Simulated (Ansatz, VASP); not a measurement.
**AlO5: VASP beside Ansatz**

```
Al O
1.0
    -2.41397    2.47359    2.87747
     2.41397   -2.47359    2.87747
     2.41397    2.47359   -2.87747
Al O
1 5
Direct
  0.00000 0.50000 0.50000
  0.50000 0.50000 0.50000
  0.00000 0.00000 0.50000
  0.00000 0.50000 0.00000
  0.50000 0.00000 0.00000
  0.50000 0.50000 0.00000
```

Alike in both runs: task single point; functional PBE; k mesh 6 × 6 × 6; occupations gaussian, width 0.1 eV; collinear spin.

```csv
,VASP,Ansatz
version,VASP 6.6.1,Ansatz 0.2.0
potentials or method,"VASP PAW PBE potentials, release 64 (Al, O), cutoff 520 eV","scalar-relativistic, plane waves, PAW"
valence electrons in the cell,33,33
```

|  | VASP | Ansatz | Ansatz less VASP |
| --- | --- | --- | --- |
| gap on the k mesh at the Fermi level (eV) | none | none | - |
| pressure (GPa) | -19.6 | -19.4 | +0.18 |
| traceless stress, the component that is largest in VASP (GPa) | -8.24 | -8.22 | +0.018 |
| net moment per atom (μB) | 0.58 | 0.57 | -0.001 |
| size of the moment on the site where the two differ most (μB) | 0.79 | 0.88 | +0.090 |

Site moments also hang on the region over which each program counts them. A gap of «none» marks a metal or a gap that the smearing closes. Ansatz's warnings: seeded moment not kept.
